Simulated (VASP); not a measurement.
Write the native input for VASP 6.6.1 that does the following.

- Task: single point
- Functional: PBE
- Potentials or basis: VASP PAW PBE potentials, release 64 (Pt)
- Cutoff: 520 eV
- k mesh: 12 × 12 × 12
- Occupations: fermi-dirac, width 0.1 eV
- Spin: no spin polarisation
- Dipole correction: no
- Further INCAR settings: ALGO = Normal; EDIFF = 1e-06; NBANDS = 11

The structure of Pt lies in POSCAR:

```
Pt
1.0
    0.0000000000      2.0118551003      2.0118551003
    2.0118551003      0.0000000000      2.0118551003
    2.0118551003      2.0118551003      0.0000000000
Pt
1
Direct
    0.0000000000      0.0000000000      0.0000000000
```

These files were run (other wordings do the same):

INCAR

```
ALGO = Normal ; EDIFF = 1E-6
ENCUT = 520 ; GGA = PE
ISIF = 2 ; ISMEAR = -1
LASPH = True ; LCHARG = False
LREAL = False ; LWAVE = False
NBANDS = 11 ; NELM = 80
PREC = Accurate ; SIGMA = 0.1
```

KPOINTS

```
k-points
0
Gamma
  12 12 12
```

Potentials or basis: VASP PAW PBE potentials, release 64 (Pt).

The run is started by

```bash
$ cat potpaw_PBE.64/Pt/POTCAR > POTCAR
$ mpirun -np 1 vasp_std > vasp.out
```

Results of the run:

```
Pressure               : -8.9 GPa
Band gap on the k mesh : zero (band 5 reaches 10.27 eV, above the bottom of band 6 at 8.32 eV)
```

Caveat: spin-orbit coupling is left out, which moves the levels of the heavy elements.

It took 6.2 s on 1 thread of Intel(R) Xeon(R) 6975P-C (Granite Rapids) (shared host), peak memory 0.14 GiB.
